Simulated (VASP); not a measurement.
## B3As5: relaxation of cell and atoms with PBE

B3As5:

```
B As
1.0
     3.42000    0.00000    0.00000
    -1.71000    2.96181    0.00000
     0.00000    0.00000   13.00000
B As
3 5
Direct
  0.00000 0.00000 0.47000
  0.33333 0.66667 0.05000
  0.66667 0.33333 0.26000
  0.66667 0.33333 0.42000
  0.00000 0.00000 0.00000
  0.33333 0.66667 0.21000
  0.00000 0.00000 0.63000
  0.33333 0.66667 0.74150
```

- Program: VASP 6.6.1
- Task: relaxation of cell and atoms
- Functional: PBE
- Potentials or basis: VASP PAW PBE potentials, release 64 (B, As)
- Cutoff: 600 eV
- k mesh: 5 × 5 × 2
- Occupations: gaussian, width 0.2 eV
- Spin: no spin polarisation
- Dipole correction: no
- Further INCAR settings: ALGO = Normal; EDIFF = 1e-06; IBRION = 2; EDIFFG = -0.08; NSW = 36; ISIF = 3

```json
{
 "Relaxed volume": "16.12 Å³/atom",
 "Relaxed cell": "a = 3.473 Å, b = 3.473 Å, c = 12.350 Å, α = 90.00°, β = 90.00°, γ = 120.00°",
 "Space group after relaxing (to 0.1 Å)": "P3m1 (No. 156)",
 "Energy gained by relaxing": "35.3 meV/atom",
 "Ionic steps": "16",
 "Pressure after relaxing": "0.1 GPa",
 "Largest force after relaxing": "0.062 eV/Å",
 "Band gap on the k mesh": "zero (bands 17 and 18 overlap by 0.48 eV)"
}
```

Forces on the atoms (eV/Å):
```
B    0.000  0.000 -0.062
B    0.000  0.000  0.030
B    0.000  0.000  0.023
As   0.000  0.000 -0.023
As   0.000  0.000  0.019
As   0.000  0.000  0.033
As   0.000  0.000 -0.029
As   0.000  0.000  0.009
```

Stress tensor (GPa, compression positive):
```
0.00 0.00 0.00
0.00 0.00 0.00
0.00 0.00 0.17
```

The path:
```csv
step,energy change (eV),largest force (eV/Å),pressure (GPa),volume (Å³)
1,0.0000,0.5918,3.51,131.68
2,-0.0479,0.5415,-2.24,138.67
3,-0.0647,0.4414,-0.43,136.23
4,-0.0792,0.2916,-0.36,136.04
5,-0.0864,0.5611,-0.23,135.79
6,-0.0953,0.5672,-0.26,135.57
7,-0.1210,0.5835,-0.32,134.91
8,-0.1663,0.6066,-0.39,133.58
9,-0.2124,0.5881,-0.24,130.92
10,-0.2409,0.4924,-0.13,130.13
11,-0.2581,0.4580,0.16,128.86
12,-0.2715,0.2605,0.17,128.84
13,-0.2753,0.1894,0.21,128.83
14,-0.2796,0.1317,-0.07,129.13
15,-0.2810,0.0940,-0.34,129.42
16,-0.2823,0.0615,0.06,128.98
```

Final structure:
```xyz
8
Lattice="3.4727 0.0000 0.0000 -1.7364 3.0074 0.0000 0.0000 0.0000 12.3499" Properties=species:S:1:pos:R:3 pbc="T T T"
B     0.0000    0.0000    5.9246
B     0.0000    2.0050    0.3819
B     1.7364    1.0025    3.1540
As    1.7364    1.0025    5.2502
As    0.0000    0.0000   12.0358
As    0.0000    2.0050    2.4754
As    0.0000    0.0000    8.0169
As    0.0000    2.0050    9.4624
```

Levels at points of the mesh, in eV from the Fermi level:
```tsv
k point	band 15	band 16	band 17	band 18	band 19	band 20
(0.00, 0.00, 0.00)	-0.55	-0.55	-0.49	1.61	2.19	2.19
(0.00, 0.00, 0.50)	-0.38	-0.38	0.61	1.64	2.09	2.14
```

It took 14 min on 1 thread of Intel Xeon 8259CL (shared host), peak memory 0.3 GiB.

Caveat: the k points lie up to 0.42 Å⁻¹ apart in the final cell; semilocal functionals underestimate gaps, and a narrow one can read as zero; the relaxation stopped at a loose force limit of 0.08 eV/Å, so its end isn't a converged minimum.
